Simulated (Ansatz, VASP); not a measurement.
# Two plane-wave programs on MgGa3As3

```
CELL_PARAMETERS angstrom
3.50171 0.00000 0.00000
0.00000 3.95262 0.00000
0.00000 0.00000 9.13259
ATOMIC_POSITIONS crystal
Mg 0.50000 0.00000 0.00000
Ga 0.50000 0.50000 0.17805
Ga 0.50000 0.50000 0.82195
Ga 0.00000 0.00000 0.50000
As 0.50000 0.00000 0.32195
As 0.00000 0.50000 0.00000
As 0.50000 0.00000 0.67805
```

Alike in both runs: task relaxation of cell and atoms; functional PBE; k mesh 6 × 4 × 2; occupations gaussian, width 0.1 eV; no spin polarisation.

|  | VASP | Ansatz |
| --- | --- | --- |
| version | VASP 6.6.1 | Ansatz 0.2.0 |
| potentials or method | VASP PAW PBE potentials, release 64 (Mg, Ga_d, As), cutoff 600 eV | scalar-relativistic, plane waves, PAW |
| valence electrons in the cell | 56 | 94 |

|  | VASP | Ansatz | Ansatz less VASP |
| --- | --- | --- | --- |
| gap on the k mesh at the Fermi level, each at its own relaxed structure (eV) | none | none | - |
| relaxed volume (Å³/atom) | 23.89 | 23.80 | -0.088 |
| relaxed cell length with the largest relative difference (Å) | 9.892 | 10.001 | +0.1094 |

A gap of «none» marks a metal or a gap that the smearing closes. VASP's potentials hold 56 valence electrons a cell and Ansatz's 94, so a difference there can come from the potentials and not from the codes.

The k mesh is coarse, so the values compare programs but aren't converged. Noted on VASP's run: the volume moved by over 15 % at a fixed basis, so the end points are rough.
